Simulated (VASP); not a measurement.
# Co in VASP: notebook

Co is run at these levels: PBE; tasks: single point.

Program: VASP 6.6.1. These are calculated values, not measurements. Logs are shortened: lines on timing, memory, paths and dates and some standing lists are left out, and cuts for length are marked.

### Step 1. The cell of the first run

The cell holds a wire or tube with vacuum around it, 4 atoms: a = 11.500 Å, b = 11.500 Å, c = 2.385 Å, α = 90.00°, β = 90.00°, γ = 90.00°.

### Step 2. Single point, PBE, collinear spin, ferromagnetic start

INCAR

```
SYSTEM = Co
PREC = Accurate
ENCUT = 520
EDIFF = 1E-6
ISMEAR = 0
SIGMA = 0.05
LREAL = .FALSE.
LASPH = .TRUE.
NELM = 150
ALGO = Normal
ISIF = 2
LWAVE = .FALSE.
LCHARG = .TRUE.
ISPIN = 2
MAGMOM = 1.86 1.86 1.86 1.86
LORBIT = 11
LMAXMIX = 4
GGA = PE
LELF = .TRUE.
LVHAR = .TRUE.
NBANDS = 30
```

KPOINTS

```
regular mesh
0
G
  1 1 8
  0 0 0
```

POSCAR

```
Co
1.0
   11.5000000000      0.0000000000      0.0000000000
    0.0000000000     11.5000000000      0.0000000000
    0.0000000000      0.0000000000      2.3854438709
Co
4
Direct
    0.5000000000      0.3882284228      0.2500000000
    0.3386654758      0.4566683698      0.7500000000
    0.6613345242      0.4566683698      0.7500000000
    0.5000000000      0.5732367490      0.7500000000
```

Potentials or basis: VASP PAW PBE potentials, release 64 (Co).

Started as:

```bash
> cat potpaw_PBE.64/Co/POTCAR > POTCAR
> mpirun -np 1 vasp_std > vasp.out
```

OUTCAR:

```text
SYSTEM = Co
   PREC = Accurate
   ENCUT = 520
   EDIFF = 1E-6
   ISMEAR = 0
   LREAL = .FALSE.
   LASPH = .TRUE.
   NELM = 150
   ISIF = 2
   ISPIN = 2
   LORBIT = 11
   GGA = PE

 ion  position               nearest neighbor table
   1  0.500  0.388  0.250-   2 2.34   3 2.34   2 2.34   3 2.34   4 2.44   4 2.44
   2  0.339  0.457  0.750-   4 2.29   1 2.34   1 2.34
   3  0.661  0.457  0.750-   4 2.29   1 2.34   1 2.34
   4  0.500  0.573  0.750-   2 2.29   3 2.29   1 2.44   1 2.44

  LATTYP: Found a simple tetragonal cell.
 ALAT       =    11.5000000000
 C/A-ratio  =     0.2074299018

  Lattice vectors:

 A1 = (  11.5000000000,   0.0000000000,   0.0000000000)
 A2 = (   0.0000000000,  11.5000000000,   0.0000000000)
 A3 = (   0.0000000000,   0.0000000000,   2.3854438709)

Analysis of symmetry for initial positions (statically):
=====================================================================
 Subroutine PRICEL returns:
 Original cell was already a primitive cell.

 Routine SETGRP: Setting up the symmetry group for a
 simple tetragonal supercell.

 Subroutine GETGRP returns: Found  4 space group operations
 (whereof  2 operations were pure point group operations)
 out of a pool of 16 trial point group operations.

The static configuration has the point symmetry C_1h.
 The point group associated with its full space group is C_2v.

Analysis of symmetry for dynamics (positions and initial velocities):
=====================================================================
 Subroutine PRICEL returns:
 Original cell was already a primitive cell.

 Routine SETGRP: Setting up the symmetry group for a
 simple tetragonal supercell.

 Subroutine GETGRP returns: Found  4 space group operations
 (whereof  2 operations were pure point group operations)
 out of a pool of 16 trial point group operations.

The dynamic configuration has the point symmetry C_1h.
 The point group associated with its full space group is C_2v.

Analysis of structural, dynamic, and magnetic symmetry:
=====================================================================
 Subroutine PRICEL returns:
 Original cell was already a primitive cell.

 Routine SETGRP: Setting up the symmetry group for a
 simple tetragonal supercell.

 Subroutine GETGRP returns: Found  4 space group operations
 (whereof  2 operations were pure point group operations)
 out of a pool of 16 trial point group operations.

The overall configuration has the point symmetry C_1h.
 The point group associated with its full space group is C_2v.

 Subroutine INISYM returns: Found  4 space group operations
 (whereof  2 operations are pure point group operations),
 and found     1 'primitive' translations

----------------------------------------------------------------------------------------

                                     Primitive cell

  volume of cell :     315.4750

  direct lattice vectors                    reciprocal lattice vectors
    11.500000000  0.000000000  0.000000000     0.086956522  0.000000000  0.000000000
     0.000000000 11.500000000  0.000000000     0.000000000  0.086956522  0.000000000
     0.000000000  0.000000000  2.385443871     0.000000000  0.000000000  0.419209193

  length of vectors
    11.500000000 11.500000000  2.385443871     0.086956522  0.086956522  0.419209193

  position of ions in fractional coordinates (direct lattice)
     0.500000000  0.388228423  0.250000000
     0.338665476  0.456668370  0.750000000
     0.661334524  0.456668370  0.750000000
     0.500000000  0.573236749  0.750000000

  ion indices of the primitive-cell ions
   primitive index   ion index
                 1           1
                 2           2
                 3           3
                 4           4

----------------------------------------------------------------------------------------

 KPOINTS: regular mesh

Automatic generation of k-mesh.
 Grid dimensions read from file:
 generate k-points for:    1    1    8

 Generating k-lattice:

  Cartesian coordinates                     Fractional coordinates (reciprocal lattice)
     0.086956522  0.000000000  0.000000000     1.000000000  0.000000000  0.000000000
     0.000000000  0.086956522  0.000000000     0.000000000  1.000000000  0.000000000
     0.000000000  0.000000000  0.052401149     0.000000000  0.000000000  0.125000000

  Length of vectors
     0.086956522  0.086956522  0.052401149

  Shift w.r.t. Gamma in fractional coordinates (k-lattice)
     0.000000000  0.000000000  0.000000000

 Subroutine IBZKPT returns following result:
 ===========================================

 Found      5 irreducible k-points:

 Following reciprocal coordinates:
            Coordinates               Weight
  0.000000  0.000000  0.000000      1.000000
  0.000000  0.000000  0.125000      2.000000
  0.000000  0.000000  0.250000      2.000000
  0.000000  0.000000  0.375000      2.000000
  0.000000  0.000000  0.500000      1.000000
   k-points           NKPTS =      5   k-points in BZ     NKDIM =      5   number of bands    NBANDS=     30
   number of dos      NEDOS =    301   number of ions     NIONS =      4
   total plane-waves  NPLWV = 145800
   dimension x,y,z NGX =    90 NGY =   90 NGZ =   18
   dimension x,y,z NGXF=   180 NGYF=  180 NGZF=   36
   ions per type =               4
   NGX,Y,Z   is equivalent  to a cutoff of  13.01, 13.01, 12.54 a.u.
   NGXF,Y,Z  is equivalent  to a cutoff of  26.02, 26.02, 25.09 a.u.
 SYSTEM =  Co
   PREC   = accura    normal or accurate (medium, high low for compatibility)
   ISTART =      0    job   : 0-new  1-cont  2-samecut
   ICHARG =      2    charge: 1-file 2-atom 10-const
   ISPIN  =      2    spin polarized calculation?
   LNONCOLLINEAR =      F non collinear calculations
   LSORBIT =      F    spin-orbit coupling
   LASPH  =      T    aspherical Exc in radial PAW
   ENCUT  =  520.0 eV  38.22 Ry    6.18 a.u.  21.38 21.38  4.44*2*pi/ulx,y,z
   NELM   =    150;   NELMIN=  2; NELMDL= -5     # of ELM steps
   EDIFF  = 0.1E-05   stopping-criterion for ELM
   LREAL  =      F    real-space projection
[... 7 lines left out ...]
   TEBEG  =    0.0;   TEEND  =   0.0 temperature during run
   PSTRESS=    0.0 pullay stress
   NELECT =      36.0000    total number of electrons
   NUPDOWN=      -1.0000    fix difference up-down
   EMIN   =  10.00;   EMAX   =-10.00  energy-range for DOS
   EFERMI =   0.00;   METHOD = LEGACY
   ISMEAR =     0;   SIGMA  =   0.05  broadening in eV -4-tet -1-fermi 0-gaus
   EFERMI_NEDOS =   21; number of points for ismear=-14 and -15
   IALGO  =     38    algorithm
   IMIX   =      4    mixing-type and parameters
     AMIX     =   0.40;   BMIX     =  1.00
     AMIX_MAG =   1.60;   BMIX_MAG =  1.00
  volume/ion in A,a.u.               =      78.87       532.23
  Fermi-wavevector in a.u.,A,eV,Ry     =   0.794061  1.500558  8.578927  0.630533
  Thomas-Fermi vector in A             =   1.900119
   LORBIT       =     11    0 simple, 1 ext, 2 COOP (PROOUT), +10 PAW based schemes
   GGA     = PE    functional components
   LHFCALC =     F    Hartree Fock is set to
   AEXX    =    0.0000 exact exchange contribution
   IVDW    =     0    specifies the selected vdW correction
   LEPSILON=     F    determine dielectric tensor
   LRPA    =     F    only Hartree local field effects (RPA)
 spin polarized calculation
 Gauss-broadening in eV      SIGMA  =   0.05
  energy-cutoff  :      520.00
  volume of cell :      315.47
 maximum number of plane-waves:      8545
 NGX is ok and might be reduce to    90
   NGX = 43   NGY = 43   NGZ =  9

 number of electron      35.9999993 magnetization       7.7514540

 Free energy of the ion-electron system (eV)
  ---------------------------------------------------
  ext. energy  EPLUGINS =         0.00000000
  ---------------------------------------------------
  free energy    TOTEN  =       -21.96569515 eV

  energy without entropy =      -21.95805084  energy(sigma->0) =      -21.96187300

 E-fermi :  -2.2071     XC(G=0):  -3.3365

 val. band max:       -2.2219461647   @ k =   0.0000   0.0000   0.2500
 cond. band min:      -2.1954773087   @ k =   0.0000   0.0000   0.0000
 fundamental gap:      0.0264688560
 Fermi energy:        -2.2070590072

 spin component 1

 k-point     1 :       0.0000    0.0000    0.0000
  band No.  band energies     occupation
      1      -8.9642      1.00000
      2      -7.0926      1.00000
      3      -7.0918      1.00000
      4      -6.5230      1.00000
      5      -6.0503      1.00000
      6      -5.8094      1.00000
[... 22 lines left out ...]
     29       2.0286      0.00000
     30       2.6033      0.00000
[... 100 lines left out ...]
 k-point     5 :       0.0000    0.0000    0.5000
  band No.  band energies     occupation
      1      -6.9302      1.00000
      2      -6.8280      1.00000
      3      -6.6351      1.00000
      4      -6.5555      1.00000
      5      -5.9572      1.00000
      6      -5.4391      1.00000
[... 22 lines left out ...]
     29       5.6467      0.00000
     30       6.7070      0.00000
 Fermi energy:        -2.2070590072

 spin component 2

 k-point     1 :       0.0000    0.0000    0.0000
  band No.  band energies     occupation
      1      -8.8024      1.00000
      2      -6.3596      1.00000
      3      -5.9966      1.00000
      4      -5.4158      1.00000
      5      -4.4015      1.00000
      6      -4.3608      1.00000
[... 22 lines left out ...]
     29       2.2445      0.00000
     30       2.6806      0.00000
[... 101 lines left out ...]
  band No.  band energies     occupation
      1      -5.7369      1.00000
      2      -5.5764      1.00000
      3      -5.1269      1.00000
      4      -5.0949      1.00000
      5      -4.5268      1.00000
      6      -3.8749      1.00000
[... 22 lines left out ...]
     29       6.1255      0.00000
     30       7.2312      0.00000

------------------------ aborting loop because EDIFF is reached ----------------------------------------

  FORCE on cell =-STRESS in cart. coord.  units (eV):
  Direction    XX          YY          ZZ          XY          YZ          ZX
  --------------------------------------------------------------------------------------
  -------------------------------------------------------------------------------------
  Total       -0.0652559     -0.0243536     -0.0976862      0.0000000      0.0000000      0.0000000
  in kB       -0.3314100     -0.1236825     -0.4961110      0.0000000      0.0000000      0.0000000
  external PRESSURE =      -0.3170678 kB  Pullay stress =       0.0000000 kB

 VOLUME and BASIS-vectors are now :
 -----------------------------------------------------------------------------
  energy-cutoff  :      520.00
  volume of cell :      315.47
      direct lattice vectors                 reciprocal lattice vectors
    11.500000000  0.000000000  0.000000000     0.086956522  0.000000000  0.000000000
     0.000000000 11.500000000  0.000000000     0.000000000  0.086956522  0.000000000
     0.000000000  0.000000000  2.385443871     0.000000000  0.000000000  0.419209193

 POSITION                                       TOTAL-FORCE (eV/Angst)
 -----------------------------------------------------------------------------------
      5.75000      4.46463      0.59636         0.000000      0.012103     -0.000000
      3.89465      5.25169      1.78908         0.026211      0.001687     -0.000000
      7.60535      5.25169      1.78908        -0.026211      0.001687      0.000000
      5.75000      6.59222      1.78908         0.000000     -0.015478     -0.000000
 -----------------------------------------------------------------------------------
    total drift:                                0.000000     -0.000612      0.000002

  FREE ENERGIE OF THE ION-ELECTRON SYSTEM (eV)
  ---------------------------------------------------
  free  energy   TOTEN  =       -21.9656951528 eV

  energy  without entropy=      -21.9580508380  energy(sigma->0) =      -21.96187300

 total charge

# of ion       s       p       d       tot
------------------------------------------
    1        0.512   0.457   7.260   8.228
    2        0.509   0.292   7.278   8.079
    3        0.509   0.292   7.278   8.079
    4        0.495   0.351   7.256   8.101
--------------------------------------------------
tot          2.024   1.393  29.071  32.488

 magnetization (x)

# of ion       s       p       d       tot
------------------------------------------
    1       -0.006  -0.046   1.889   1.837
    2        0.008  -0.010   1.898   1.896
    3        0.008  -0.010   1.898   1.896
    4        0.004  -0.012   1.974   1.966
--------------------------------------------------
tot          0.014  -0.078   7.659   7.595
```

Run time: 4.9 min. Hardware: 1 thread of Intel Xeon 8259CL, shared host; peak memory 0.48 GiB.

Results:

- Free energy: -21.9657 eV
- Largest force: 0.026 eV/Å
- Net moment: 7.75 μB per cell
- Site moments: Co +1.84, +1.90, +1.97 (each value once) μB
- Valence electrons inside the program's atomic spheres: Co 8.23, 8.08, 8.10 (each value once)

Forces in eV/Å, atoms in the order of the input:
```
Co   0.000  0.012  0.000
Co   0.026  0.002  0.000
Co  -0.026  0.002  0.000
Co   0.000 -0.015  0.000
```

Levels at points of the mesh, in eV from the Fermi level:
Spin up:
| k point | band 18 | band 19 | band 20 | band 21 | band 22 | band 23 | band 24 | band 25 | band 26 | band 27 |
| --- | --- | --- | --- | --- | --- | --- | --- | --- | --- | --- |
| (0.00, 0.00, 0.00) | -1.30 | -1.21 | -1.13 | -1.05 | -0.96 | -0.62 | 0.09 | 1.39 | 1.73 | 2.38 |
| (0.00, 0.00, 0.50) | -1.19 | -0.79 | -0.63 | 1.61 | 2.44 | 3.05 | 5.34 | 5.63 | 5.69 | 6.79 |
Spin down:
```
           k point  band 12  band 13  band 14  band 15  band 16  band 17
(0.00, 0.00, 0.00)    -0.50    -0.35    -0.22     0.01     0.23     0.34
(0.00, 0.00, 0.50)     0.05     0.21     0.21     0.23     0.26     0.52
```

### Step 3. Single point, PBE, collinear spin, ferromagnetic start

This run uses another cell than the first one.

INCAR is that of step 2.

KPOINTS

```
Automatic mesh
0
G
  1 1 8
  0 0 0
```

POSCAR

```
Co
1.0
   11.5000000000      0.0000000000      0.0000000000
    0.0000000000     11.5000000000      0.0000000000
    0.0000000000      0.0000000000      4.0330685337
Co
4
Direct
    0.5000000000      0.4687004778      0.2500000000
    0.3915752747      0.4061014335      0.7500000000
    0.6084247253      0.4061014335      0.7500000000
    0.5000000000      0.5938985665      0.7500000000
```

Potentials or basis: VASP PAW PBE potentials, release 64 (Co).

Started as:

```bash
> cat potpaw_PBE.64/Co/POTCAR > POTCAR
> mpirun -np 1 vasp_std > vasp.out
```

OUTCAR:

```text
SYSTEM = Co
   PREC = Accurate
   ENCUT = 520
   EDIFF = 1E-6
   ISMEAR = 0
   LREAL = .FALSE.
   LASPH = .TRUE.
   NELM = 150
   ISIF = 2
   ISPIN = 2
   LORBIT = 11
   GGA = PE

 ion  position               nearest neighbor table
   1  0.500  0.469  0.250-   2 2.48   3 2.48   2 2.48   3 2.48   4 2.48   4 2.48
   2  0.392  0.406  0.750-   1 2.48   1 2.48   4 2.49   3 2.49
   3  0.608  0.406  0.750-   1 2.48   1 2.48   4 2.49   2 2.49
   4  0.500  0.594  0.750-   1 2.48   1 2.48   3 2.49   2 2.49

  LATTYP: Found a simple tetragonal cell.
 ALAT       =    11.5000000000
 C/A-ratio  =     0.3507016116

  Lattice vectors:

 A1 = (  11.5000000000,   0.0000000000,   0.0000000000)
 A2 = (   0.0000000000,  11.5000000000,   0.0000000000)
 A3 = (   0.0000000000,   0.0000000000,   4.0330685337)

Analysis of symmetry for initial positions (statically):
=====================================================================
 Subroutine PRICEL returns:
 Original cell was already a primitive cell.

[... 515 lines left out ...]
  FORCE on cell =-STRESS in cart. coord.  units (eV):
  Direction    XX          YY          ZZ          XY          YZ          ZX
  --------------------------------------------------------------------------------------
  -------------------------------------------------------------------------------------
  Total       -3.4473114     -3.3788088     -9.8079992      0.0000000      0.0000000      0.0000000
  in kB      -10.3552315    -10.1494596    -29.4618302      0.0000000      0.0000000      0.0000000
  external PRESSURE =     -16.6555071 kB  Pullay stress =       0.0000000 kB

 VOLUME and BASIS-vectors are now :
 -----------------------------------------------------------------------------
  energy-cutoff  :      520.00
  volume of cell :      533.37
      direct lattice vectors                 reciprocal lattice vectors
    11.500000000  0.000000000  0.000000000     0.086956522  0.000000000  0.000000000
     0.000000000 11.500000000  0.000000000     0.000000000  0.086956522  0.000000000
     0.000000000  0.000000000  4.033068534     0.000000000  0.000000000  0.247950163

 POSITION                                       TOTAL-FORCE (eV/Angst)
 -----------------------------------------------------------------------------------
      5.75000      5.39006      1.00827         0.000000     -0.011005     -0.000000
      4.50312      4.67017      3.02480         1.457215      0.800399      0.000000
      6.99688      4.67017      3.02480        -1.457215      0.800399     -0.000000
      5.75000      6.82983      3.02480         0.000000     -1.589793     -0.000000
 -----------------------------------------------------------------------------------
    total drift:                               -0.000000      0.016772      0.000001

  FREE ENERGIE OF THE ION-ELECTRON SYSTEM (eV)
  ---------------------------------------------------
  free  energy   TOTEN  =       -19.0580302270 eV

  energy  without entropy=      -19.0358131792  energy(sigma->0) =      -19.04692170

 total charge

# of ion       s       p       d       tot
------------------------------------------
    1        0.454   0.326   7.167   7.948
    2        0.451   0.169   7.200   7.820
    3        0.451   0.169   7.200   7.820
    4        0.449   0.169   7.212   7.830
--------------------------------------------------
tot          1.805   0.834  28.780  31.418

 magnetization (x)

# of ion       s       p       d       tot
------------------------------------------
    1       -0.026  -0.037   1.918   1.854
    2        0.036   0.002   2.066   2.103
    3        0.036   0.002   2.066   2.103
    4        0.035   0.001   2.052   2.089
--------------------------------------------------
tot          0.081  -0.032   8.101   8.150
```

OSZICAR:

```text
N       E                     dE             d eps       ncg     rms          rms(c)
DAV:   1     0.181975381184E+03    0.18198E+03   -0.10922E+04   600   0.856E+02
DAV:   2    -0.119611617303E+02   -0.19394E+03   -0.17639E+03   618   0.218E+02
[... 20 lines left out ...]
DAV:  23    -0.190571409037E+02   -0.26045E-02   -0.20474E-03   676   0.513E-01    0.139E-01
DAV:  24    -0.190577895855E+02   -0.64868E-03   -0.69910E-04   648   0.266E-01    0.604E-02
DAV:  25    -0.190580092156E+02   -0.21963E-03   -0.17017E-04   600   0.115E-01    0.674E-02
DAV:  26    -0.190580463982E+02   -0.37183E-04   -0.95180E-05   692   0.829E-02    0.620E-02
DAV:  27    -0.190580307585E+02    0.15640E-04   -0.51348E-05   740   0.651E-02    0.782E-02
DAV:  28    -0.190580302270E+02    0.53148E-06   -0.66504E-06   674   0.207E-02
   1 F= -.19058030E+02 E0= -.19046922E+02  d E =-.222170E-01  mag=     8.6822
```

Wall time 7.5 min (1 thread of Intel Xeon 8259CL, shared host); peak memory 0.73 GiB.

What came out:

```yaml
Free_energy: -19.0580 eV
Largest_force: 1.663 eV/Å
Net_moment: 8.68 μB per cell
Site_moments: Co +1.85, +2.10, +2.09 (each value once) μB
Valence_electrons_inside_the_program's_atomic_spheres: Co 7.95, 7.82, 7.83 (each value once)
```

Forces in eV/Å, atoms in the order of the input:
```
Co   0.000 -0.011  0.000
Co   1.457  0.800  0.000
Co  -1.457  0.800  0.000
Co   0.000 -1.590  0.000
```
